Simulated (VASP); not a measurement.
The system is BPd4.

```
CELL_PARAMETERS angstrom
2.89203 0.00000 0.00000
0.00000 4.36501 0.00000
0.00000 0.00000 5.85632
ATOMIC_POSITIONS crystal
Pd 0.50000 0.00000 0.19758
Pd 0.00000 0.00000 0.61947
Pd 0.00000 0.50000 0.32916
Pd 0.50000 0.50000 0.86756
B 0.50000 0.00000 0.86323
```

Base run:

- Program: VASP 6.6.1
- Functional: PBEsol
- Potentials or basis: VASP PAW PBE potentials, release 64 (Pd, B)
- Cutoff: 520 eV
- k mesh: 9 × 6 × 5
- Occupations: fermi-dirac, width 0.05 eV
- Spin: no spin polarisation

Its results: pressure -8.5 GPa; largest force 0.138 eV/Å.

Task: After a change of settings the same cell gave: pressure -1.2 GPa; largest force 0.202 eV/Å. Which change was it?
A. functional from PBEsol to RPBE; further incar settings from ALGO = Fast; EDIFF = 1e-06; NBANDS = 30 to ALGO = Fast; EDIFF = 1e-07; NBANDS = 30
B. potentials or basis from VASP PAW PBE potentials, release 64 (Pd, B) to VASP PAW PBE potentials, release 64 (Pd_sv_GW, B); cutoff from 520 eV to 540 eV; further incar settings from ALGO = Fast; EDIFF = 1e-06; NBANDS = 30 to ALGO = Normal; EDIFF = 1e-06; NBANDS = 46; valence electrons from 43 to 75
C. functional from PBEsol to PBE
D. functional from PBEsol to BLYP

Result: C.

PBE binds less tightly than PBEsol, so the same cell stands under more pressure.

Caveats: the PAW data sets were made with another functional, which shifts forces and pressure a little (some runs).
